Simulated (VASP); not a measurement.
Wanted: the native input for a VASP 6.6.1 run.

```
Task                   : single point
Functional             : PBEsol
Potentials or basis    : VASP PAW PBE potentials, release 64 (Sn_d, O)
Cutoff                 : 520 eV
k mesh                 : 7 × 8 × 3
Occupations            : gaussian, width 0.05 eV
Spin                   : no spin polarisation
Dipole correction      : no
Further INCAR settings : ALGO = Normal; EDIFF = 1e-06; NBANDS = 50
```

The structure of SnO lies in POSCAR:

```
SnO
1.0
    0.0000000000      0.0000000000     -3.8941645687
   -3.3156086772      0.0000000000      0.0000000000
    0.0000000000     11.6600010796      0.0000000000
Sn O
4 4
Direct
    0.4738257379      0.0000000000      0.8483071401
    0.4738257379      0.0000000000      0.3590275508
    0.9738257379      0.5000000000      0.1302520385
    0.9738257379      0.5000000000      0.6195316279
    0.2761732621      0.0000000000      0.1885471336
    0.2761732621      0.0000000000      0.6778267229
    0.7761732621      0.5000000000      0.7900120451
    0.7761732621      0.5000000000      0.3007324558
```

This cell differs from its parent crystal: the distance across one plane changed.

These files were run (other wordings do the same):

INCAR

```
SYSTEM = SnO
PREC     = Accurate       ! precision mode
ENCUT    = 520            ! plane-wave cutoff, eV
EDIFF    = 1E-6           ! SCF threshold, eV
ISMEAR   = 0              ! smearing method
SIGMA    = 0.05           ! smearing width, eV
LREAL    = .False.        ! projectors in reciprocal space
LASPH    = .True.         ! aspherical terms in the spheres
NELM     = 100            ! most SCF steps
ALGO     = Normal         ! electronic algorithm
ISIF     = 2              ! what is computed and relaxed
LWAVE    = .False.        ! write WAVECAR
LCHARG   = .True.         ! write CHGCAR
GGA      = PS             ! functional
LELF     = .True.         ! ELF
LVHAR    = .True.       
NBANDS   = 50             ! bands
```

KPOINTS

```
regular mesh
0
Gamma
  7 8 3
  0 0 0
```

Potentials or basis: VASP PAW PBE potentials, release 64 (Sn_d, O).

Launch:

```sh
$ cat potpaw_PBE.64/Sn_d/POTCAR potpaw_PBE.64/O/POTCAR > POTCAR
$ mpirun -np 1 vasp_std > vasp.out
```

Results of the run:

```json
{
  "Pressure": "0.1 GPa",
  "Largest force": "0.129 eV/Å",
  "Band gap on the k mesh": "1.36 eV"
}
```

Caveat: the cell differs from its parent crystal (the distance across one plane changed); the PAW data sets were made with another functional, which shifts forces and pressure a little; spin-orbit coupling is left out, which moves the levels of the heavy elements.

Wall time 5.3 min on 1 thread of Oxide Virtual Turin-like Processor (shared host), peak memory 0.35 GiB.
